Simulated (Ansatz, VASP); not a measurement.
# One calculation of La, two programs

```xyz
1
Lattice="-2.1655 2.1655 2.1655 2.1655 -2.1655 2.1655 2.1655 2.1655 -2.1655" Properties=species:S:1:pos:R:3 pbc="T T T"
La    0.0000    0.0000    0.0000
```

Change from the starting cell: volume scaled by 1.06.

Alike in both runs: task single point; functional PBEsol; k mesh 9 × 9 × 9; occupations fermi-dirac, width 0.05 eV; no spin polarisation.

|  | VASP | Ansatz |
| --- | --- | --- |
| version | VASP 6.6.1 | Ansatz 0.2.0 |
| potentials or method | VASP PAW PBE potentials, release 64 (La), cutoff 520 eV | all-electron LAPW, scalar-relativistic |

|  | VASP | Ansatz | Ansatz less VASP |
| --- | --- | --- | --- |
| gap on the k mesh at the Fermi level (eV) | none | none | - |
| pressure (GPa) | -3.6 | -3.6 | +0.01 |

VASP's potentials were made for PBE, not for PBEsol. A gap of «none» marks a metal or a gap that the smearing closes. Ansatz ran all-electron here, and VASP with PAW potentials.

Neither program's run includes spin-orbit coupling.
